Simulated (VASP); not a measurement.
# NaH: relaxation of cell and atoms with r2SCAN

Crystal: NaH.

```
Na H
1.0
     0.00000    2.44000    2.44000
     2.44000    0.00000    2.44000
     2.44000    2.44000    0.00000
Na H
1 1
Cartesian
  0.0000 0.0000 0.0000
  2.4400 2.4400 2.4400
```

* Program: VASP 6.6.1
* Task: relaxation of cell and atoms
* Functional: r2SCAN
* Potentials or basis: VASP PAW PBE potentials, release 64 (Na_pv, H)
* Cutoff: 600 eV
* k mesh: 8 × 8 × 8
* Occupations: gaussian, width 0.02 eV
* Spin: no spin polarisation
* Dipole correction: no
* Further INCAR settings: ALGO = Normal; EDIFF = 1e-07; IBRION = 2; EDIFFG = -0.005; NSW = 100; ISIF = 3

| Property | Result |
| --- | --- |
| Relaxed volume | 13.62 Å³/atom |
| Relaxed cell | a = 3.377 Å, b = 3.377 Å, c = 3.377 Å, α = 60.00°, β = 60.00°, γ = 60.00° |
| Space group after relaxing (to 0.05 Å) | Fm-3m (No. 225) |
| Energy gained by relaxing | 4.3 meV/atom |
| Ionic steps | 6 |
| Pressure after relaxing | 0.0 GPa |
| Band gap on the k mesh | 4.43 eV, indirect (least direct gap 5.28 eV) |

Step by step:
| step | energy change (eV) | largest force (eV/Å) | pressure (GPa) | volume (Å³) |
| --- | --- | --- | --- | --- |
| 1 | 0.0000 | 0.0000 | -1.29 | 29.05 |
| 2 | -0.0036 | 0.0000 | -0.94 | 28.56 |
| 3 | -0.0058 | 0.0000 | -0.67 | 28.17 |
| 4 | -0.0083 | 0.0000 | -0.16 | 27.38 |
| 5 | -0.0085 | 0.0000 | 0.09 | 27.16 |
| 6 | -0.0085 | 0.0000 | 0.00 | 27.24 |

Final structure:
```
CELL_PARAMETERS angstrom
0.00000 2.38805 2.38805
2.38805 0.00000 2.38805
2.38805 2.38805 0.00000
ATOMIC_POSITIONS crystal
Na 0.00000 0.00000 0.00000
H 0.50000 0.50000 0.50000
```

Levels at points of the mesh, in eV from the valence-band top:
| k point | band 1 | band 2 | band 3 | band 4 | band 5 | band 6 | band 7 | band 8 |
| --- | --- | --- | --- | --- | --- | --- | --- | --- |
| (0.00, 0.00, 0.00) | -22.84 | -22.84 | -22.84 | -3.65 | 11.77 | 16.62 | 16.62 | 16.62 |
| (0.50, 0.00, 0.00) | -22.94 | -22.85 | -22.85 | -0.85 | 4.43 | 11.94 | 14.13 | 14.13 |
| (0.50, 0.50, 0.00) | -22.92 | -22.87 | -22.87 | -0.18 | 5.27 | 10.84 | 11.62 | 11.62 |

Run time: 2.5 min on 1 thread of Intel(R) Xeon(R) 6975P-C (Granite Rapids) (shared host), peak memory 0.16 GiB.

Caveat: the PAW data sets were made with another functional, which shifts forces and pressure a little. r2SCAN opens gaps a little over a GGA but as a rule still falls short of measured ones.
